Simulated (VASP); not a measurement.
# KB2Rh2 (I4/mmm) in VASP: single point with r2SCAN

Aim: the single point of KB2Rh2 with r2SCAN.

Program: VASP 6.6.1. These are calculated values, not measurements. Logs are shortened: lines on timing, memory, paths and dates and some standing lists are left out, and cuts for length are marked.

**1. The cell of the first run**

The structure is tetragonal, space group I4/mmm (No. 139). Conventional cell: a = 3.865 Å, b = 3.865 Å, c = 11.108 Å, α = 90.00°, β = 90.00°, γ = 90.00°. Rh (site symmetry -4m2) has 4 B at 2.08 Å and 4 Rh at 2.73 Å within 2.8 Å. K (site symmetry 4/mmm) has 8 Rh at 3.38 Å and 10 B at 3.39 to 3.54 Å and 4 K at 3.87 Å within 4.4 Å. B (site symmetry 4mm) has 4 Rh at 2.08 Å within 2.8 Å.

**2. Single point, r2SCAN**

The input, POSCAR:

```
KB2Rh2
1.0
    0.0000000000      3.8654820000      0.0000000000
    3.8654820000      0.0000000000      0.0000000000
    1.9327410000      1.9327410000     -5.5538530000
Rh K B
2 1 2
Direct
    0.7500000000      0.2500000000      0.5000000000
    0.2500000000      0.7500000000      0.5000000000
    0.0000000000      0.0000000000      0.0000000000
    0.3190000000      0.3190000000      0.3620000000
    0.6810000000      0.6810000000      0.6380000000
```

The input, INCAR.step1:

```
PREC = Accurate ; ENCUT = 520
ISMEAR = -1 ; SIGMA = 0.1
LREAL = False ; LASPH = True
NELM = 100 ; NBANDS = 30
GGA = PE ; ALGO = Normal
EDIFF = 1E-4 ; LWAVE = True
LCHARG = False
```

The input, INCAR.step2:

```
PREC = Accurate ; ENCUT = 520
EDIFF = 1E-7 ; ISMEAR = -1
SIGMA = 0.1 ; LREAL = False
LASPH = True ; NELM = 100
ALGO = Normal ; ISIF = 2
LWAVE = False ; LCHARG = False
METAGGA = R2SCAN ; LMIXTAU = True
NBANDS = 30 ; ISTART = 1
```

The input, KPOINTS:

```
regular mesh
0
Gamma
  9 9 9
```

Potentials or basis: VASP PAW PBE potentials, release 64 (Rh_pv, K_sv, B).

The run is started by

```
$ cat potpaw_PBE.64/Rh_pv/POTCAR potpaw_PBE.64/K_sv/POTCAR potpaw_PBE.64/B/POTCAR > POTCAR
$ cp INCAR.step1 INCAR
$ mpirun -np 1 vasp_std > vasp.out
$ cp INCAR.step2 INCAR
$ mpirun -np 1 vasp_std > vasp.out
```

OUTCAR:

```text
PREC = Accurate
   ENCUT = 520
   EDIFF = 1E-7
   ISMEAR = -1
   LREAL = False
   LASPH = True
   NELM = 100
   ISIF = 2
   METAGGA = R2SCAN
   ISTART = 1

 ion  position               nearest neighbor table
   1  0.750  0.250  0.500-   4 2.08   5 2.08   4 2.08   5 2.08   2 2.73   2 2.73   2 2.73   2 2.73
                             3 3.38   3 3.38   3 3.38   3 3.38
   2  0.250  0.750  0.500-   4 2.08   5 2.08   4 2.08   5 2.08   1 2.73   1 2.73   1 2.73   1 2.73
                             3 3.38   3 3.38   3 3.38   3 3.38
   3  0.000  0.000  0.000-   1 3.38   2 3.38   1 3.38   2 3.38   1 3.38   2 3.38   1 3.38   2 3.38

   4  0.319  0.319  0.362-   1 2.08   2 2.08   2 2.08   1 2.08
   5  0.681  0.681  0.638-   1 2.08   2 2.08   2 2.08   1 2.08

  LATTYP: Found a body centered tetragonal cell.
 ALAT       =     3.8654820000
 C/A-ratio  =     2.8735629865

  Lattice vectors:

 A1 = (  -1.9327410000,   1.9327410000,   5.5538530000)
 A2 = (   1.9327410000,  -1.9327410000,   5.5538530000)
 A3 = (   1.9327410000,   1.9327410000,  -5.5538530000)

Analysis of symmetry for initial positions (statically):
=====================================================================
 Subroutine PRICEL returns:
 Original cell was already a primitive cell.

 Routine SETGRP: Setting up the symmetry group for a
 body centered tetragonal supercell.

 Subroutine GETGRP returns: Found 16 space group operations
 (whereof 16 operations were pure point group operations)
 out of a pool of 16 trial point group operations.

The static configuration has the point symmetry D_4h.

Analysis of symmetry for dynamics (positions and initial velocities):
=====================================================================
 Subroutine PRICEL returns:
 Original cell was already a primitive cell.

 Routine SETGRP: Setting up the symmetry group for a
 body centered tetragonal supercell.

 Subroutine GETGRP returns: Found 16 space group operations
 (whereof 16 operations were pure point group operations)
 out of a pool of 16 trial point group operations.

The dynamic configuration has the point symmetry D_4h.

 Subroutine INISYM returns: Found 16 space group operations
 (whereof 16 operations are pure point group operations),
 and found     1 'primitive' translations

----------------------------------------------------------------------------------------

                                     Primitive cell

  volume of cell :      82.9854
[... 90 lines left out ...]
   LNONCOLLINEAR =      F non collinear calculations
   LSORBIT =      F    spin-orbit coupling
   LASPH  =      T    aspherical Exc in radial PAW
   ENCUT  =  520.0 eV  38.22 Ry    6.18 a.u.   7.19  7.19 11.51*2*pi/ulx,y,z
   NELM   =    100;   NELMIN=  2; NELMDL=  0     # of ELM steps
   EDIFF  = 0.1E-06   stopping-criterion for ELM
   LREAL  =      F    real-space projection
   EDIFFG = 0.1E-05   stopping-criterion for IOM
   NSW    =      0    number of steps for IOM
   IBRION =     -1    ionic relax: 0-MD 1-quasi-New 2-CG
   NFREE  =      0    steps in history (QN), initial steepest desc. (CG)
   ISIF   =      2    stress and relaxation
   ISYM   =      2    0-nonsym 1-usesym 2-fastsym
   POTIM  = 0.5000    time-step for ionic-motion
   TEBEG  =    0.0;   TEEND  =   0.0 temperature during run
   PSTRESS=    0.0 pullay stress
   NELECT =      45.0000    total number of electrons
   NUPDOWN=      -1.0000    fix difference up-down
   EMIN   =  10.00;   EMAX   =-10.00  energy-range for DOS
   EFERMI =   0.00;   METHOD = LEGACY
   ISMEAR =    -1;   SIGMA  =   0.10  broadening in eV -4-tet -1-fermi 0-gaus
   EFERMI_NEDOS =   21; number of points for ismear=-14 and -15
   IALGO  =     38    algorithm
   IMIX   =      4    mixing-type and parameters
     AMIX     =   0.40;   BMIX     =  1.00
     AMIX_MAG =   1.60;   BMIX_MAG =  1.00
  volume/ion in A,a.u.               =      16.60       112.00
  Fermi-wavevector in a.u.,A,eV,Ry     =   1.334991  2.522768 24.248328  1.782202
  Thomas-Fermi vector in A             =   2.463730
   LORBIT       =      0    0 simple, 1 ext, 2 COOP (PROOUT), +10 PAW based schemes
   METAGGA = R2SCAN    functional components
   LHFCALC =     F    Hartree Fock is set to
   AEXX    =    0.0000 exact exchange contribution
   IVDW    =     0    specifies the selected vdW correction
   LEPSILON=     F    determine dielectric tensor
   LRPA    =     F    only Hartree local field effects (RPA)
 non-spin polarized calculation
  energy-cutoff  :      520.00
  volume of cell :       82.99
 maximum number of plane-waves:      2250
 NGX is ok and might be reduce to    30
   NGX = 15   NGY = 15   NGZ = 23

 number of electron      45.0000014 magnetization

 Free energy of the ion-electron system (eV)
  ---------------------------------------------------
  ext. energy  EPLUGINS =         0.00000000
  ---------------------------------------------------
  free energy    TOTEN  =       -70.45287808 eV

  energy without entropy =      -70.40832274  energy(sigma->0) =      -70.43060041

 E-fermi :   4.9131     XC(G=0): -11.0468

 val. band max:        4.8898917822   @ k =  -0.3333   0.3333   0.1111
 cond. band min:       4.9334298116   @ k =  -0.1111  -0.4444   0.2222
 fundamental gap:      0.0435380294
 Fermi energy:         4.9131266381

 k-point     1 :       0.0000    0.0000    0.0000
  band No.  band energies     occupation
      1     -43.5591      2.00000
      2     -43.5591      2.00000
      3     -43.2170      2.00000
      4     -43.2170      2.00000
      5     -43.0225      2.00000
      6     -42.9419      2.00000
[... 781 lines left out ...]
     29      12.8744      0.00000
     30      13.2436      0.00000

 [... further k-points ...]
[... 5 lines left out ...]
  --------------------------------------------------------------------------------------
  -------------------------------------------------------------------------------------
  Total        0.9797631      0.9797631      1.3344859      0.0000000      0.0000000      0.0000000
  in kB       18.9160295     18.9160295     25.7645681      0.0000000      0.0000000      0.0000000
  external PRESSURE =      21.1988757 kB  Pullay stress =       0.0000000 kB

 VOLUME and BASIS-vectors are now :
 -----------------------------------------------------------------------------
  energy-cutoff  :      520.00
  volume of cell :       82.99
      direct lattice vectors                 reciprocal lattice vectors
     0.000000000  3.865482000  0.000000000     0.000000000  0.258699950  0.090027590
     3.865482000  0.000000000  0.000000000     0.258699950  0.000000000  0.090027590
     1.932741000  1.932741000 -5.553853000     0.000000000  0.000000000 -0.180055180

 POSITION                                       TOTAL-FORCE (eV/Angst)
 -----------------------------------------------------------------------------------
      1.93274      3.86548     -2.77693         0.000000      0.000000     -0.000000
      3.86548      1.93274     -2.77693        -0.000000     -0.000000      0.000000
      0.00000      0.00000      0.00000        -0.000000      0.000000      0.000000
      1.93274      1.93274     -2.01049        -0.000000     -0.000000     -0.695487
      3.86548      3.86548     -3.54336         0.000000      0.000000      0.695487
 -----------------------------------------------------------------------------------
    total drift:                                0.000000     -0.000000     -0.000000

  FREE ENERGIE OF THE ION-ELECTRON SYSTEM (eV)
  ---------------------------------------------------
  free  energy   TOTEN  =       -70.4528780778 eV

  energy  without entropy=      -70.4083227403  energy(sigma->0) =      -70.43060041
```

OSZICAR.step1:

```text
N       E                     dE             d eps       ncg     rms          rms(c)
DAV:   1     0.445275039316E+03    0.44528E+03   -0.25895E+04  4676   0.151E+03
DAV:   2    -0.153987030378E+02   -0.46067E+03   -0.44435E+03  4868   0.453E+02
DAV:   3    -0.325114528145E+02   -0.17113E+02   -0.16782E+02  5526   0.872E+01
DAV:   4    -0.330406897904E+02   -0.52924E+00   -0.52773E+00  7078   0.121E+01
DAV:   5    -0.330481962797E+02   -0.75065E-02   -0.75055E-02  5508   0.132E+00    0.227E+01
DAV:   6    -0.311810070451E+02    0.18672E+01   -0.21899E+01  5118   0.292E+01    0.679E+00
DAV:   7    -0.301864926393E+02    0.99451E+00   -0.53948E+00  5288   0.160E+01    0.544E+00
DAV:   8    -0.300707891653E+02    0.11570E+00   -0.27639E-01  5472   0.308E+00    0.201E+00
DAV:   9    -0.300652564738E+02    0.55327E-02   -0.12732E-01  6162   0.211E+00    0.644E-01
DAV:  10    -0.300634089542E+02    0.18475E-02   -0.16202E-02  5334   0.808E-01    0.910E-02
DAV:  11    -0.300635488956E+02   -0.13994E-03   -0.10740E-03  4682   0.225E-01    0.667E-02
DAV:  12    -0.300635657157E+02   -0.16820E-04   -0.18615E-04  4110   0.908E-02
   1 F= -.30063566E+02 E0= -.30039545E+02  d E =-.480417E-01
```

It took 7.2 min on 1 thread of Intel Xeon Platinum 8488C (Sapphire Rapids), shared host; peak memory 0.33 GiB.

Results:

- Free energy: -70.4529 eV
- Pressure: 2.1 GPa
- Largest force: 0.695 eV/Å
- Band gap on the k mesh: zero (an odd number of electrons rules out a gap without spin polarisation)

Forces on the atoms (eV/Å):
```
Rh   0.000  0.000  0.000
Rh   0.000  0.000  0.000
K    0.000  0.000  0.000
B    0.000  0.000 -0.695
B    0.000  0.000  0.695
```

Stress tensor (GPa, compression positive):
```
1.89 0.00 0.00
0.00 1.89 0.00
0.00 0.00 2.58
```

Levels at points of the mesh, in eV from the Fermi level:
```tsv
k point	band 20	band 21	band 22	band 23	band 24	band 25
(0.00, 0.00, 0.00)	-1.44	-1.16	0.61	0.68	0.68	1.63
```

Caveat: the PAW data sets were made with another functional, which shifts forces and pressure a little.

The gap in the log of VASP goes by the Fermi energy; the results here count the filled bands.